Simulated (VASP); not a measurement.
# HfB2 (P6/mmm) in VASP: notebook, part 2 of 2

VASP 6.6.1.

### 4 Relaxation of cell and atoms, PBEsol, target pressure 5 GPa, at which the enthalpy is minimised

This run uses another cell than the first one, of 9.90 Å³/atom, 1.018 times its volume.

The input, INCAR:

```
  ALGO = Normal
  EDIFF = 1E-6
  EDIFFG = -0.01
  ENCUT = 600
  GGA = PS
  IBRION = 2
  ISIF = 3
  ISMEAR = -1
  LASPH = T
  LCHARG = F
  LREAL = F
  LWAVE = F
  NELM = 80
  NSW = 80
  PREC = Accurate
  PSTRESS = 50.0
  SIGMA = 0.05
```

The input, KPOINTS:

```
k-points
0
Gamma
  10 10 8
```

The input, POSCAR:

```
HfB2
1.0
    3.1400000000      0.0000000000      0.0000000000
   -1.5700000000      2.7193197679      0.0000000000
    0.0000000000      0.0000000000      3.4800000000
Hf B
1 2
Direct
    0.0000000000      0.0000000000      0.0000000000
    0.3333330000      0.6666670000      0.5000000000
    0.6666670000      0.3333330000      0.5000000000
```

Potentials or basis: VASP PAW PBE potentials, release 64 (Hf_pv, B).

Launch:

```
cat potpaw_PBE.64/Hf_pv/POTCAR potpaw_PBE.64/B/POTCAR > POTCAR
mpirun -np 1 vasp_std > vasp.out
```

OUTCAR:

```text
EDIFF = 1E-6
   EDIFFG = -0.01
   ENCUT = 600
   GGA = PS
   IBRION = 2
   ISIF = 3
   ISMEAR = -1
   LASPH = T
   LREAL = F
   NELM = 80
   NSW = 80
   PREC = Accurate
   PSTRESS = 50.0

 ion  position               nearest neighbor table
   1  0.000  0.000  0.000-   2 2.51   3 2.51   2 2.51   3 2.51   3 2.51   3 2.51   2 2.51   2 2.51
                             3 2.51   3 2.51   2 2.51   2 2.51
   2  0.333  0.667  0.500-   3 1.81   3 1.81   3 1.81   1 2.51   1 2.51   1 2.51   1 2.51   1 2.51
                             1 2.51
   3  0.667  0.333  0.500-   2 1.81   2 1.81   2 1.81   1 2.51   1 2.51   1 2.51   1 2.51   1 2.51
                             1 2.51

  LATTYP: Found a hexagonal cell.
 ALAT       =     3.1400000000
 C/A-ratio  =     1.1082802548

  Lattice vectors:

 A1 = (   3.1400000000,   0.0000000000,   0.0000000000)
 A2 = (  -1.5700000000,   2.7193197679,   0.0000000000)
 A3 = (   0.0000000000,   0.0000000000,   3.4800000000)

Analysis of symmetry for initial positions (statically):
=====================================================================
 Subroutine PRICEL returns:
 Original cell was already a primitive cell.

 Routine SETGRP: Setting up the symmetry group for a
 hexagonal supercell.

 Subroutine GETGRP returns: Found 24 space group operations
 (whereof 24 operations were pure point group operations)
 out of a pool of 24 trial point group operations.

[... 320 lines left out ...]

 number of electron      16.0000001 magnetization

 Free energy of the ion-electron system (eV)
  ---------------------------------------------------
  ext. energy  EPLUGINS =         0.00000000
  ---------------------------------------------------
  free energy    TOTEN  =       -27.85791158 eV

  energy without entropy =      -27.85530791  energy(sigma->0) =      -27.85660974

 E-fermi :   7.7039     XC(G=0): -12.8519

 val. band max:        7.6391447181   @ k =   0.2000   0.2000   0.1250
 cond. band min:       7.9423199074   @ k =   0.1000   0.1000   0.2500
 fundamental gap:      0.3031751893
 Fermi energy:         7.7039084934

 k-point     1 :       0.0000    0.0000    0.0000
  band No.  band energies     occupation
      1     -22.6176      2.00000
      2     -22.0785      2.00000
      3     -22.0785      2.00000
      4      -6.0863      2.00000
      5       4.7215      2.00000
      6       4.8407      2.00000
      7       4.8408      2.00000
      8       5.1423      2.00000
      9      12.0094      0.00000
     10      12.0094      0.00000
     11      12.7355      0.00000
     12      12.7355      0.00000
[... 331 lines left out ...]
 k-point    24 :       0.4000    0.1000    0.1250
  band No.  band energies     occupation
      1     -22.8887      2.00000
      2     -22.5066      2.00000
      3     -22.3214      2.00000
      4      -2.2117      2.00000
      5      -0.8180      2.00000
      6       3.1114      2.00000
      7       4.0176      2.00000
      8       5.5248      2.00000
      9       9.0555      0.00000
     10      12.1520      0.00000
     11      12.2242      0.00000
     12      14.3561      0.00000

 [... further k-points ...]

------------------------ aborting loop because EDIFF is reached ----------------------------------------

  FORCE on cell =-STRESS in cart. coord.  units (eV):
  Direction    XX          YY          ZZ          XY          YZ          ZX
  --------------------------------------------------------------------------------------
  -------------------------------------------------------------------------------------
  Total        0.9102014      0.9102014      0.9118668      0.0000000      0.0000000     -0.0000000
  in kB       50.8818251     50.8818251     50.9749235      0.0000000      0.0000000     -0.0000000
  external PRESSURE =       0.9128579 kB  Pullay stress =      50.0000000 kB
[... 22 lines left out ...]
  energy  without entropy=      -27.8553079077  energy(sigma->0) =      -27.85660974

  enthalpy is  TOTEN    =       -26.9634847008 eV   P V=        0.8944268802

 reached required accuracy - stopping structural energy minimisation
```

OSZICAR:

```text
N       E                     dE             d eps       ncg     rms          rms(c)
DAV:   1     0.322127786858E+02    0.32213E+02   -0.92799E+03  1680   0.143E+03
DAV:   2    -0.280910186229E+02   -0.60304E+02   -0.56357E+02  2068   0.257E+02
DAV:   3    -0.300495900942E+02   -0.19586E+01   -0.19353E+01  2188   0.349E+01
DAV:   4    -0.300661022169E+02   -0.16512E-01   -0.16486E-01  2020   0.342E+00
[... 40 lines left out ...]
DAV:   1    -0.278582453212E+02   -0.46378E-03   -0.28826E-02  1792   0.149E+00    0.224E-01
DAV:   2    -0.278580157586E+02    0.22956E-03   -0.37315E-04  2036   0.174E-01    0.927E-02
DAV:   3    -0.278579172808E+02    0.98478E-04   -0.98091E-05  2020   0.795E-02    0.279E-02
DAV:   4    -0.278579116765E+02    0.56044E-05   -0.12087E-05  2212   0.287E-02    0.170E-02
DAV:   5    -0.278579115810E+02    0.95507E-07   -0.48525E-07   988   0.563E-03
   5 F= -.26963485E+02 E0= -.26962183E+02  d E =-.296188E-03
```

CONTCAR:

```text
HfB2
   1.00000000000000
     3.1070405477495182    0.0000000000000000    0.0000000000000000
    -1.5535202738747591    2.6907760449563680    0.0000000000000000
     0.0000000000000000   -0.0000000000000000    3.4281589247713282
  Hf              B
     1     2
Direct
     1.0000000000000000    0.0000000000000000    0.0000000000000000
     0.3333330000000032    0.6666669999999968    0.5000000000000000
     0.6666669999999968    0.3333330000000032    0.5000000000000000

  0.00000000E+00  0.00000000E+00  0.00000000E+00
  0.00000000E+00  0.00000000E+00  0.00000000E+00
  0.00000000E+00  0.00000000E+00  0.00000000E+00
```

Run time: 43 s. Hardware: 1 thread of Intel Xeon 6975P-C (Granite Rapids), shared host; peak memory 0.19 GiB.

What came out:

```
Free energy                                            : -27.8579 eV
Relaxed volume                                         : 9.55 Å³/atom
Relaxed cell                                           : a = 3.107 Å, b = 3.107 Å, c = 3.428 Å, α = 90.00°, β = 90.00°, γ = 120.00°
Space group after relaxing (to 0.05 Å)                 : P6/mmm (No. 191)
Energy change on relaxing (the enthalpy is what falls) : +0.3 meV/atom
Ionic steps                                            : 5
Pressure after relaxing                                : 5.1 GPa
Band gap on the k mesh                                 : zero (band 8 reaches 8.38 eV, above the bottom of band 9 at 7.57 eV)
```

Step by step:
```csv
step,energy change (eV),largest force (eV/Å),pressure (GPa),volume (Å³)
1,0.0000,0.0000,-4.46,29.71
2,0.1108,0.0000,20.77,27.27
3,0.0004,0.0000,4.90,28.69
4,0.0010,0.0000,5.09,28.67
5,0.0009,0.0000,5.09,28.66
```

Final structure:
```
Hf B
1.0
     3.10704    0.00000    0.00000
    -1.55352    2.69078    0.00000
     0.00000    0.00000    3.42816
Hf B
1 2
Cartesian
  3.1070 0.0000 0.0000
  0.0000 1.7939 1.7141
  1.5535 0.8969 1.7141
```

Levels at points of the mesh, in eV from the Fermi level:
```csv
k point,band 5,band 6,band 7,band 8,band 9,band 10,band 11,band 12
"(0.00, 0.00, 0.00)",-2.98,-2.86,-2.86,-2.56,4.31,4.31,5.03,5.03
"(0.50, 0.00, 0.00)",-8.88,-4.10,-3.32,-2.88,2.37,2.95,6.00,6.06
"(0.00, 0.00, 0.50)",-8.38,-1.05,-1.05,0.39,0.39,1.13,1.13,2.52
"(0.50, 0.00, 0.50)",-7.37,-4.98,-4.72,-2.45,4.35,4.53,6.64,7.77
```

Caveat: the cell is relaxed towards a set pressure, so the enthalpy falls and the energy may rise; the PAW data sets were made with another functional, which shifts forces and pressure a little; spin-orbit coupling is left out, which moves the levels of the heavy elements.

### 5 Relaxation of cell and atoms, PBEsol, target pressure 10 GPa, at which the enthalpy is minimised

This run uses another cell than the first one, of 9.90 Å³/atom, 1.018 times its volume.

The input, INCAR:

```
PREC = Accurate ; ENCUT = 600
EDIFF = 1E-7 ; ISMEAR = -1
SIGMA = 0.05 ; LREAL = F
LASPH = T ; NELM = 100
ALGO = Normal ; ISIF = 3
LWAVE = F ; LCHARG = F
GGA = PS ; IBRION = 2
NSW = 80 ; EDIFFG = -0.01
PSTRESS = 100.0
```

The input, KPOINTS:

```
regular mesh
0
Gamma
  10 10 8
```

POSCAR is that of step 4.

Potentials or basis: VASP PAW PBE potentials, release 64 (Hf_pv, B).

Launch:

```
cat potpaw_PBE.64/Hf_pv/POTCAR potpaw_PBE.64/B/POTCAR > POTCAR
mpirun -np 1 vasp_std > vasp.out
```

OUTCAR:

```text
PREC = Accurate
   ENCUT = 600
   EDIFF = 1E-7
   ISMEAR = -1
   LREAL = F
   LASPH = T
   NELM = 100
   ISIF = 3
   GGA = PS
   IBRION = 2
   NSW = 80
   EDIFFG = -0.01
   PSTRESS = 100.0

 ion  position               nearest neighbor table
   1  0.000  0.000  0.000-   2 2.51   3 2.51   2 2.51   3 2.51   3 2.51   3 2.51   2 2.51   2 2.51
                             3 2.51   3 2.51   2 2.51   2 2.51
   2  0.333  0.667  0.500-   3 1.81   3 1.81   3 1.81   1 2.51   1 2.51   1 2.51   1 2.51   1 2.51
                             1 2.51
   3  0.667  0.333  0.500-   2 1.81   2 1.81   2 1.81   1 2.51   1 2.51   1 2.51   1 2.51   1 2.51
                             1 2.51

  LATTYP: Found a hexagonal cell.
 ALAT       =     3.1400000000
 C/A-ratio  =     1.1082802548

  Lattice vectors:

 A1 = (   3.1400000000,   0.0000000000,   0.0000000000)
 A2 = (  -1.5700000000,   2.7193197679,   0.0000000000)
 A3 = (   0.0000000000,   0.0000000000,   3.4800000000)

Analysis of symmetry for initial positions (statically):
=====================================================================
 Subroutine PRICEL returns:
 Original cell was already a primitive cell.

 Routine SETGRP: Setting up the symmetry group for a
 hexagonal supercell.

 Subroutine GETGRP returns: Found 24 space group operations
[... 478 lines left out ...]
--------------------------------------- Ionic step        9  -------------------------------------------

 number of electron      16.0000001 magnetization

 Free energy of the ion-electron system (eV)
  ---------------------------------------------------
  ext. energy  EPLUGINS =         0.00000000
  ---------------------------------------------------
  free energy    TOTEN  =       -27.83562788 eV

  energy without entropy =      -27.83302678  energy(sigma->0) =      -27.83432733

 E-fermi :   7.8330     XC(G=0): -12.9313

 val. band max:        7.7683642224   @ k =   0.2000   0.2000   0.1250
 cond. band min:       8.0720036428   @ k =   0.1000   0.1000   0.2500
 fundamental gap:      0.3036394205
 Fermi energy:         7.8329597657

 k-point     1 :       0.0000    0.0000    0.0000
  band No.  band energies     occupation
      1     -22.4304      2.00000
      2     -21.8694      2.00000
      3     -21.8694      2.00000
      4      -6.0456      2.00000
      5       4.8157      2.00000
      6       4.9303      2.00000
      7       4.9303      2.00000
      8       5.2959      2.00000
      9      12.2297      0.00000
     10      12.2297      0.00000
     11      12.9735      0.00000
     12      12.9735      0.00000
[... 331 lines left out ...]
 k-point    24 :       0.4000    0.1000    0.1250
  band No.  band energies     occupation
      1     -22.7256      2.00000
      2     -22.3127      2.00000
      3     -22.1259      2.00000
      4      -2.1349      2.00000
      5      -0.7275      2.00000
      6       3.2053      2.00000
      7       4.1205      2.00000
      8       5.6221      2.00000
      9       9.2178      0.00000
     10      12.3743      0.00000
     11      12.4485      0.00000
     12      14.6138      0.00000

 [... further k-points ...]

------------------------ aborting loop because EDIFF is reached ----------------------------------------

  FORCE on cell =-STRESS in cart. coord.  units (eV):
  Direction    XX          YY          ZZ          XY          YZ          ZX
  --------------------------------------------------------------------------------------
  -------------------------------------------------------------------------------------
  Total        1.7607696      1.7607696      1.7604236      0.0000000     -0.0000000      0.0000000
  in kB      100.0901703    100.0901703    100.0705011      0.0000000     -0.0000000      0.0000000
  external PRESSURE =       0.0836139 kB  Pullay stress =     100.0000000 kB
[... 22 lines left out ...]
  energy  without entropy=      -27.8330267778  energy(sigma->0) =      -27.83432733

  enthalpy is  TOTEN    =       -26.0764445676 eV   P V=        1.7591833135

 reached required accuracy - stopping structural energy minimisation
```

OSZICAR:

```text
N       E                     dE             d eps       ncg     rms          rms(c)
DAV:   1     0.322127786858E+02    0.32213E+02   -0.92799E+03  1680   0.143E+03
[... 73 lines left out ...]
       N       E                     dE             d eps       ncg     rms          rms(c)
DAV:   1    -0.278357071788E+02    0.23199E-02   -0.22088E-03  1696   0.470E-01    0.136E-01
DAV:   2    -0.278356449573E+02    0.62222E-04   -0.91470E-05  1696   0.967E-02    0.818E-02
DAV:   3    -0.278356279597E+02    0.16998E-04   -0.51438E-05  1984   0.647E-02    0.670E-02
DAV:   4    -0.278356276940E+02    0.26572E-06   -0.77739E-07  1964   0.944E-03    0.522E-02
DAV:   5    -0.278356277905E+02   -0.96511E-07   -0.10732E-06  1972   0.631E-03    0.787E-03
DAV:   6    -0.278356278811E+02   -0.90559E-07   -0.42707E-08   968   0.177E-03
   9 F= -.26076445E+02 E0= -.26075144E+02  d E =-.297998E-04
```

CONTCAR:

```text
HfB2
   1.00000000000000
     3.0908645879588921    0.0000000000000000    0.0000000000000000
    -1.5454322939794460    2.6767672528477724    0.0000000000000000
     0.0000000000000000    0.0000000000000000    3.4066780314323570
  Hf              B
     1     2
Direct
     0.0000000000000000    0.0000000000000000    0.0000000000000000
     0.3333330000000032    0.6666669999999968    0.5000000000000000
     0.6666669999999968    0.3333330000000032    0.5000000000000000

  0.00000000E+00  0.00000000E+00  0.00000000E+00
  0.00000000E+00  0.00000000E+00  0.00000000E+00
  0.00000000E+00  0.00000000E+00  0.00000000E+00
```

It took 65 s on 1 thread of Intel Xeon 6975P-C (Granite Rapids), shared host; peak memory 0.19 GiB.

What came out:

```
Free energy                                            : -27.8356 eV
Relaxed volume                                         : 9.40 Å³/atom
Relaxed cell                                           : a = 3.091 Å, b = 3.091 Å, c = 3.407 Å, α = 90.00°, β = 90.00°, γ = 120.00°
Space group after relaxing (to 0.05 Å)                 : P6/mmm (No. 191)
Energy change on relaxing (the enthalpy is what falls) : +7.7 meV/atom
Ionic steps                                            : 9
Pressure after relaxing                                : 10.0 GPa
Band gap on the k mesh                                 : zero (band 8 reaches 8.51 eV, above the bottom of band 9 at 7.69 eV)
```

The path:
| step | energy change (eV) | largest force (eV/Å) | pressure (GPa) | volume (Å³) |
| --- | --- | --- | --- | --- |
| 1 | 0.0000 | 0.0000 | -4.46 | 29.71 |
| 2 | 0.3357 | 0.0000 | 38.16 | 26.03 |
| 3 | 0.0214 | 0.0000 | 9.68 | 28.22 |
| 4 | 0.0232 | 0.0000 | 10.00 | 28.19 |
| 5 | 0.0250 | 0.0000 | 10.31 | 28.16 |
| 6 | 0.0251 | 0.0000 | 10.33 | 28.16 |
| 7 | 0.0251 | 0.0000 | 10.33 | 28.16 |
| 8 | 0.0208 | 0.0000 | 9.58 | 28.22 |
| 9 | 0.0232 | 0.0000 | 10.01 | 28.19 |

Final structure:
```yaml
crystal:
  lattice:
    - [3.09086, 0.00000, 0.00000]
    - [-1.54543, 2.67677, 0.00000]
    - [0.00000, 0.00000, 3.40668]
  atoms:
    - { symbol: Hf, position: [0.00000, 0.00000, 0.00000] }
    - { symbol: B, position: [0.33333, 0.66667, 0.50000] }
    - { symbol: B, position: [0.66667, 0.33333, 0.50000] }
```

Caveat: the cell is relaxed towards a set pressure, so the enthalpy falls and the energy may rise; the PAW data sets were made with another functional, which shifts forces and pressure a little; spin-orbit coupling is left out, which moves the levels of the heavy elements.

### 6 Relaxation of cell and atoms, PBEsol, target pressure 20 GPa, at which the enthalpy is minimised

This run uses another cell than the first one, of 9.90 Å³/atom, 1.018 times its volume.

The input, INCAR:

```
PREC = Accurate
ENCUT = 600
EDIFF = 1E-6
ISMEAR = -1
SIGMA = 0.05
LREAL = False
LASPH = True
NELM = 80
ALGO = Normal
ISIF = 3
LWAVE = False
LCHARG = False
GGA = PS
IBRION = 2
NSW = 80
EDIFFG = -0.01
PSTRESS = 200.0
```

KPOINTS is that of step 5.

POSCAR is that of step 5.

Potentials or basis: VASP PAW PBE potentials, release 64 (Hf_pv, B).

Launch:

```
cat potpaw_PBE.64/Hf_pv/POTCAR potpaw_PBE.64/B/POTCAR > POTCAR
mpirun -np 1 vasp_std > vasp.out
```

Run time: 65 s. Hardware: 1 thread of Intel Xeon 6975P-C (Granite Rapids), shared host; peak memory 0.19 GiB.

Results (log left out):

| Item | Value |
| --- | --- |
| Free energy | -27.7557 eV |
| Relaxed volume | 9.11 Å³/atom |
| Relaxed cell | a = 3.061 Å, b = 3.061 Å, c = 3.367 Å, α = 90.00°, β = 90.00°, γ = 120.00° |
| Space group after relaxing (to 0.05 Å) | P6/mmm (No. 191) |
| Energy change on relaxing (the enthalpy is what falls) | +34.4 meV/atom |
| Ionic steps | 9 |
| Pressure after relaxing | 20.0 GPa |
| Band gap on the k mesh | zero (band 8 reaches 8.76 eV, above the bottom of band 9 at 7.93 eV) |

Step by step:
```
step  energy change (eV)  largest force (eV/Å)  pressure (GPa)  volume (Å³)
   1              0.0000                0.0000           -4.46        29.71
   2              1.2099                0.0000           83.79        23.67
   3              0.0913                0.0000           18.83        27.43
   4              0.1013                0.0000           19.81        27.35
   5              0.1070                0.0000           20.38        27.30
   6              0.1074                0.0000           20.43        27.29
   7              0.1073                0.0000           20.42        27.29
   8              0.0972                0.0000           19.40        27.37
   9              0.1031                0.0000           19.99        27.32
```

Final structure:
```
CELL_PARAMETERS angstrom
3.06095 0.00000 0.00000
-1.53047 2.65086 0.00000
0.00000 0.00000 3.36748
ATOMIC_POSITIONS crystal
Hf 0.00000 0.00000 0.00000
B 0.33333 0.66667 0.50000
B 0.66667 0.33333 0.50000
```

Levels at points of the mesh, in eV from the Fermi level:
| k point | band 6 | band 7 | band 8 | band 9 | band 10 | band 11 |
| --- | --- | --- | --- | --- | --- | --- |
| (0.00, 0.00, 0.00) | -2.98 | -2.98 | -2.49 | 4.57 | 4.57 | 5.35 |
| (0.50, 0.00, 0.00) | -4.24 | -3.36 | -3.01 | 2.51 | 3.12 | 6.40 |
| (0.00, 0.00, 0.50) | -1.07 | -1.07 | 0.39 | 0.39 | 1.18 | 1.18 |
| (0.50, 0.00, 0.50) | -5.16 | -4.88 | -2.32 | 4.64 | 4.89 | 7.04 |

Caveat: the cell is relaxed towards a set pressure, so the enthalpy falls and the energy may rise; the PAW data sets were made with another functional, which shifts forces and pressure a little; spin-orbit coupling is left out, which moves the levels of the heavy elements.

### 7 The runs side by side

| task | cell | cutoff (eV) | gap on the mesh (eV) | pressure (GPa) |
| --- | --- | --- | --- | --- |
| single point | a = 3.126, b = 3.126, c = 3.451 Å, angles 90.0, 90.0, 120.0°, 3 atoms | 520 | none | -0.1 |
| relaxation of cell and atoms | relaxed from a = 3.140, b = 3.140, c = 3.480 Å, angles 90.0, 90.0, 120.0°, 3 atoms | 600 | none | 0.1 |
| relaxation of cell and atoms | relaxed to 5 GPa from a = 3.140, b = 3.140, c = 3.480 Å, angles 90.0, 90.0, 120.0°, 3 atoms | 600 | none | 5.1 |
| relaxation of cell and atoms | relaxed to 10 GPa from a = 3.140, b = 3.140, c = 3.480 Å, angles 90.0, 90.0, 120.0°, 3 atoms | 600 | none | 10.0 |
| relaxation of cell and atoms | relaxed to 20 GPa from a = 3.140, b = 3.140, c = 3.480 Å, angles 90.0, 90.0, 120.0°, 3 atoms | 600 | none | 20.0 |

Alike in all rows: level PBEsol; potentials or basis VASP PAW PBE potentials, release 64 (Hf_pv, B); no spin polarisation; k mesh 10 × 10 × 8; smearing fermi-dirac 0.05 eV.

Caveats: the PAW data sets were made with another functional, which shifts forces and pressure a little; spin-orbit coupling is left out, which moves the levels of the heavy elements; the cell is relaxed towards a set pressure, so the enthalpy falls and the energy may rise (some runs).

Total energies depend on the potentials used, so only differences within one code and one set of settings carry meaning.
